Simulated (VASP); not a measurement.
Input of a VASP 6.6.1 run:

Contents of INCAR:

```
SYSTEM = AgIr2
ALGO = Fast ; EDIFF = 1E-6
EDIFFG = -0.01 ; ENCUT = 600
GGA = PE ; IBRION = 2
ISIF = 3 ; ISMEAR = 0
LASPH = .TRUE. ; LCHARG = .FALSE.
LREAL = .FALSE. ; LWAVE = .FALSE.
NELM = 80 ; NSW = 100
PREC = Accurate ; SIGMA = 0.1
```

KPOINTS

```
k-points
0
G
  12 12 16
  0 0 0
```

The input POSCAR:

```
AgIr2
1.0
    4.4516560994      0.0000000000      0.0000000000
   -2.2258280497      3.8552472710      0.0000000000
    0.0000000000      0.0000000000      2.7755227373
Ag Ir
1 2
Direct
    0.0000000000      0.0000000000      0.0000000000
    0.3333333333      0.6666666667      0.5000000000
    0.6666666667      0.3333333333      0.5000000000
```

Potentials or basis: VASP PAW PBE potentials, release 64 (Ag, Ir).

Run with:

```console
$ cat potpaw_PBE.64/Ag/POTCAR potpaw_PBE.64/Ir/POTCAR > POTCAR
$ mpirun -np 1 vasp_std > vasp.out
```

Q: What does it give for the relaxed volume?

A: 15.80 Å³/atom.

Q: What does it give for the space group after relaxing (to 0.1 Å)?

A: P6/mmm (No. 191).

Q: Estimate the band gap on the k mesh.

A: Zero (an odd number of electrons rules out a gap without spin polarisation).

Q: Predict the relaxed cell.

A: a = 4.470 Å, b = 4.470 Å, c = 2.740 Å, α = 90.00°, β = 90.00°, γ = 120.00°.

Final structure:
```
Ag Ir
1.0
     4.46995    0.00000    0.00000
    -2.23497    3.87109    0.00000
     0.00000    0.00000    2.73989
Ag Ir
1 2
Direct
  0.00000 0.00000 0.00000
  0.33333 0.66667 0.50000
  0.66667 0.33333 0.50000
```

Caveat: spin-orbit coupling is left out, which moves the levels of the heavy elements.
